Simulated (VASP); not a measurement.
Runs of VASP 6.6.1 on TaO. The structure is that of space group F-43m (No. 216), or close to it. The cells are those of the table. 

```csv
task,cell,gap on the mesh (eV),pressure (GPa)
single point,"a = 3.293 Å, angles 60.0°, 2 atoms",none,20.2
single point,"a = 3.374 Å, angles 60.0°, 2 atoms",none,0.0
relaxation of cell and atoms,"relaxed to 20 GPa from a = 3.345 Å, angles 60.0°, 2 atoms",none,19.9
single point,"a = 3.330 Å, angles 60.0°, 2 atoms",none,10.1
single point,"a = 3.351 Å, angles 60.0°, 2 atoms",none,(a)
```

Alike in all rows: level r2SCAN; potentials or basis VASP PAW PBE potentials, release 64 (Ta_pv, O); no spin polarisation; k mesh 6 × 6 × 6; cutoff (eV) 660; smearing gaussian 0.1 eV.

Question: Fill in the values left out.

Answer: (a) 5.1.

Caveats: all runs use coarse meshes; the PAW data sets were made with another functional, which shifts forces and pressure a little; spin-orbit coupling is left out, which moves the levels of the heavy elements; an odd number of electrons without spin polarisation forces a metal; a magnetic or distorted state may lie lower; the cell is relaxed towards a set pressure, so the run minimises the enthalpy, not the energy (at least some runs).

A k mesh can miss the band edges, and the runs leave out spin-orbit coupling on Ta.

A gap of «none» marks levels without a gap at the run's occupations.
